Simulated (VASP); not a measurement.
The system is Zn.

```
Zn
1.0
     2.59008    0.00000    0.00000
    -1.29504    2.24307    0.00000
     0.00000    0.00000    4.91508
Zn
2
Cartesian
  0.0000 1.4954 1.2288
  1.2950 0.7477 3.6863
```

Base run:

* Program: VASP 6.6.1
* Functional: r2SCAN
* Potentials or basis: VASP PAW PBE potentials, release 64 (Zn)
* Cutoff: 520 eV
* k mesh: 13 × 13 × 6
* Occupations: fermi-dirac, width 0.05 eV
* Spin: no spin polarisation

Its results: band gap on the k mesh zero (band 12 reaches 4.64 eV, above the bottom of band 13 at 0.09 eV); pressure 1.8 GPa.

Question: The run is repeated on the same cell with these changes: functional from r2SCAN to PBEsol; further incar settings from ALGO = Normal; EDIFF = 1e-07; NBANDS = 19 to ALGO = Normal; EDIFF = 1e-06; NBANDS = 19. What comes out?

Answer: Band gap on the k mesh zero (band 12 reaches 4.58 eV, above the bottom of band 13 at 0.16 eV); pressure 0.5 GPa.

Caveats: the PAW data sets were made with another functional, which shifts forces and pressure a little.
